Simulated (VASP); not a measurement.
Write the native input for VASP 6.6.1 that does the following.

* Task: single point
* Functional: LDA
* Potentials or basis: VASP PAW LDA potentials, release 64 (Zn, S)
* Cutoff: 520 eV
* k mesh: 8 × 8 × 8
* Occupations: gaussian, width 0.01 eV
* Spin: no spin polarisation
* Dipole correction: no
* Further INCAR settings: ALGO = Normal; EDIFF = 1e-07; NBANDS = 16

The structure of ZnS lies in POSCAR:

```
ZnS
1.0
    2.5670363427      2.5670363427      0.0000000000
   -2.5670363427      2.5670363427      0.0000000000
    0.0000000000      2.5670363427      2.5670363427
Zn S
1 1
Direct
    0.7500000000      0.2500000000      0.5000000000
    0.0000000000      0.0000000000      0.0000000000
```

These files were run (other wordings do the same):

INCAR

```
SYSTEM = ZnS
PREC = Accurate ; ENCUT = 520
EDIFF = 1E-7 ; ISMEAR = 0
SIGMA = 0.01 ; LREAL = .FALSE.
LASPH = .TRUE. ; NELM = 60
ALGO = Normal ; ISIF = 2
LWAVE = .FALSE. ; LCHARG = .TRUE.
GGA = CA ; LELF = .TRUE.
LVHAR = .TRUE. ; NBANDS = 16
```

KPOINTS

```
Automatic mesh
0
G
  8 8 8
  0 0 0
```

Potentials or basis: VASP PAW LDA potentials, release 64 (Zn, S).

Command:

```bash
$ cat potpaw_LDA.64/Zn/POTCAR potpaw_LDA.64/S/POTCAR > POTCAR
$ mpirun -np 1 vasp_std > vasp.out
```

Results of the run:

| Item | Value |
| --- | --- |
| Pressure | 10.3 GPa |
| Band gap on the k mesh | 2.60 eV, direct |

It took 35 s on 1 thread of AMD EPYC 7R13, with other jobs on the host, peak memory 0.11 GiB.
